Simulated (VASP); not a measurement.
# BN (Fmm2) in VASP: further runs, part 2 of 2

VASP 6.6.1.

## Step 3: Single point, PBE+D3(BJ)

This run uses another cell than the first one, of the same volume but with other edges.

INCAR

```
SYSTEM = BN
PREC = Accurate ; ENCUT = 520
EDIFF = 1E-6 ; ISMEAR = 0
SIGMA = 0.05 ; LREAL = .FALSE.
LASPH = .TRUE. ; NELM = 80
ALGO = Normal ; ISIF = 2
LWAVE = .FALSE. ; LCHARG = .TRUE.
GGA = PE ; IVDW = 12
LELF = .TRUE. ; LVHAR = .TRUE.
NBANDS = 11
```

KPOINTS

```
regular mesh
0
G
  12 12 12
  0 0 0
```

POSCAR

```
BN
1.0
    0.0000000000      3.0598350432      2.5833790265
    1.1488461094      0.0000000000      2.5833790265
    1.1488461094      3.0598350432      0.0000000000
B N
1 1
Direct
    0.0001068737      0.0001068737      0.9998931263
    0.6665931163      0.6665931163      0.3334068837
```

Potentials or basis: VASP PAW PBE potentials, release 64 (B, N).

Started as:

```sh
$ cat potpaw_PBE.64/B/POTCAR potpaw_PBE.64/N/POTCAR > POTCAR
$ mpirun -np 1 vasp_std > vasp.out
```

OUTCAR:

```text
SYSTEM = BN
   PREC = Accurate
   ENCUT = 520
   EDIFF = 1E-6
   ISMEAR = 0
   LREAL = .FALSE.
   LASPH = .TRUE.
   NELM = 80
   ISIF = 2
   GGA = PE
   IVDW = 12
 IVDW          = 12

 ion  position               nearest neighbor table
   1  0.000  0.000  1.000-   2 1.44   2 1.44   2 1.72
   2  0.667  0.667  0.333-   1 1.44   1 1.44   1 1.72

  LATTYP: Found a face centered orthorhombic cell.
 ALAT       =     2.2976922188
 B/A-ratio  =     2.2486728252
 C/A-ratio  =     2.6633985337

  Lattice vectors:

 A1 = (  -0.0000000000,   3.0598350432,   2.5833790265)
 A2 = (  -1.1488461094,   3.0598350432,   0.0000000000)
 A3 = (  -1.1488461094,   0.0000000000,   2.5833790265)

Analysis of symmetry for initial positions (statically):
=====================================================================
 Subroutine PRICEL returns:
 Original cell was already a primitive cell.

 Routine SETGRP: Setting up the symmetry group for a
 face centered orthorhombic supercell.

 Subroutine GETGRP returns: Found  4 space group operations
 (whereof  4 operations were pure point group operations)
 out of a pool of  8 trial point group operations.

The static configuration has the point symmetry C_2v.

Analysis of symmetry for dynamics (positions and initial velocities):
=====================================================================
 Subroutine PRICEL returns:
 Original cell was already a primitive cell.

 Routine SETGRP: Setting up the symmetry group for a
 face centered orthorhombic supercell.

 Subroutine GETGRP returns: Found  4 space group operations
 (whereof  4 operations were pure point group operations)
 out of a pool of  8 trial point group operations.

The dynamic configuration has the point symmetry C_2v.

 Subroutine INISYM returns: Found  4 space group operations
 (whereof  4 operations are pure point group operations),
 and found     1 'primitive' translations

[... 122 lines left out ...]
   IVDW    =    12    specifies the selected vdW correction
   LEPSILON=     F    determine dielectric tensor
   LRPA    =     F    only Hartree local field effects (RPA)
 non-spin polarized calculation
 Gauss-broadening in eV      SIGMA  =   0.05
  energy-cutoff  :      520.00
  volume of cell :       18.16
 maximum number of plane-waves:       506
 NGX is ok and might be reduce to    30

 number of electron       8.0000001 magnetization

 Free energy of the ion-electron system (eV)
  ---------------------------------------------------
  ext. energy  EPLUGINS =         0.00000000
  ---------------------------------------------------
  free energy    TOTEN  =       -16.06068281 eV

  energy without entropy =      -16.06068281  energy(sigma->0) =      -16.06068281

 E-fermi :   3.2068     XC(G=0): -10.3277

 val. band max:        2.9702492212   @ k =   0.5000  -0.3333   0.1667
 cond. band min:       4.7178928891   @ k =   0.0000   0.5000   0.5000
 fundamental gap:      1.7476436679
 Fermi energy:         3.2068375294

 k-point     1 :       0.0000    0.0000    0.0000
  band No.  band energies     occupation
      1     -14.8826      2.00000
      2      -0.4739      2.00000
      3      -0.0779      2.00000
      4       2.4930      2.00000
      5       5.7326      0.00000
      6      10.6938      0.00000
      7      14.0073      0.00000
      8      15.9528      0.00000
      9      19.1479      0.00000
     10      25.7008      0.00000
     11      28.3603      0.00000
[... 309 lines left out ...]
 k-point    24 :      -0.4167    0.1667   -0.0000
  band No.  band energies     occupation
      1     -11.2393      2.00000
      2      -5.2649      2.00000
      3      -3.0412      2.00000
      4       2.5994      2.00000
      5       7.1579      0.00000
      6      10.5177      0.00000
      7      14.9370      0.00000
      8      17.0392      0.00000
      9      20.4447      0.00000
     10      23.4560      0.00000
     11      24.2028      0.00000

 [... further k-points ...]

------------------------ aborting loop because EDIFF is reached ----------------------------------------

 Edisp (eV)   -0.28471

 E8    (eV) :    -0.0843

  FORCE on cell =-STRESS in cart. coord.  units (eV):
  Direction    XX          YY          ZZ          XY          YZ          ZX
  --------------------------------------------------------------------------------------
  -------------------------------------------------------------------------------------
  Total       6.76596     0.67422   -12.61128     0.00000     0.00000     0.00000
  in kB     596.84590    59.47474 -1112.47882     0.00000     0.00000     0.00000
  external pressure =     -152.05 kB  Pullay stress =        0.00 kB

 VOLUME and BASIS-vectors are now :
 -----------------------------------------------------------------------------
  energy-cutoff  :      520.00
  volume of cell :       18.16
      direct lattice vectors                 reciprocal lattice vectors
     0.000000000  3.059835043  2.583379026    -0.435219300  0.163407502  0.193544964
     1.148846109  0.000000000  2.583379026     0.435219300 -0.163407502  0.193544964
     1.148846109  3.059835043  0.000000000     0.435219300  0.163407502 -0.193544964

 POSITION                                       TOTAL-FORCE (eV/Angst)
 -----------------------------------------------------------------------------------
      1.14885      3.05984      0.00055         0.000000      0.000000      0.651488
      1.14885      3.05984      3.44413         0.000000      0.000000     -0.651488
 -----------------------------------------------------------------------------------
    total drift:                                0.000000     -0.000001      0.000096

  FREE ENERGIE OF THE ION-ELECTRON SYSTEM (eV)
  ---------------------------------------------------
  free  energy   TOTEN  =       -16.3453972435 eV

  energy  without entropy=      -16.3453972435  energy(sigma->0) =      -16.34539724
```

stdout:

```text
POSCAR found type information on POSCAR B N
 POSCAR found :  2 types and       2 ions
 scaLAPACK will be used
 LDA part: xc-table for (Slater+PW92), standard interpolation
 POSCAR, INCAR and KPOINTS ok, starting setup
 FFT: planning ... GRIDC
 FFT: planning ... GRID_SOFT
 FFT: planning ... GRID
 WAVECAR not read
 entering main loop
```

It took 79 s on 1 thread of Intel Xeon 8259CL, shared host; peak memory 0.19 GiB.

What came out:

```yaml
Free_energy: -16.3454 eV
Pressure: -15.2 GPa
Largest_force: 0.651 eV/Å
Band_gap_on_the_k_mesh: 1.75 eV (least direct gap 3.24 eV)
Dispersion_energy_per_atom: -0.142 eV
```

Forces on the atoms (eV/Å):
```
B    0.000  0.000  0.651
N    0.000  0.000 -0.651
```

Stress tensor (GPa, compression positive):
```
  59.68    0.00    0.00
   0.00    5.95    0.00
   0.00    0.00 -111.25
```

Levels at points of the mesh, in eV from the valence-band top:
| k point | band 1 | band 2 | band 3 | band 4 | band 5 | band 6 | band 7 | band 8 | band 9 |
| --- | --- | --- | --- | --- | --- | --- | --- | --- | --- |
| (0.00, 0.00, 0.00) | -17.85 | -3.44 | -3.05 | -0.48 | 2.76 | 7.72 | 11.04 | 12.98 | 16.18 |
| (0.50, 0.00, 0.00) | -14.19 | -8.63 | -4.97 | -0.52 | 4.09 | 6.01 | 12.52 | 14.94 | 18.35 |
| (0.50, 0.50, 0.00) | -16.11 | -9.52 | -1.60 | -1.43 | 5.88 | 8.79 | 11.53 | 14.35 | 17.86 |
| (0.50, 0.00, 0.50) | -17.32 | -6.60 | -2.85 | -0.56 | 4.38 | 8.77 | 12.71 | 14.48 | 15.65 |
| (0.00, 0.50, 0.50) | -15.73 | -8.87 | -3.76 | -1.71 | 1.75 | 12.69 | 13.61 | 15.58 | 17.79 |

Caveat: the cell stands under tension.
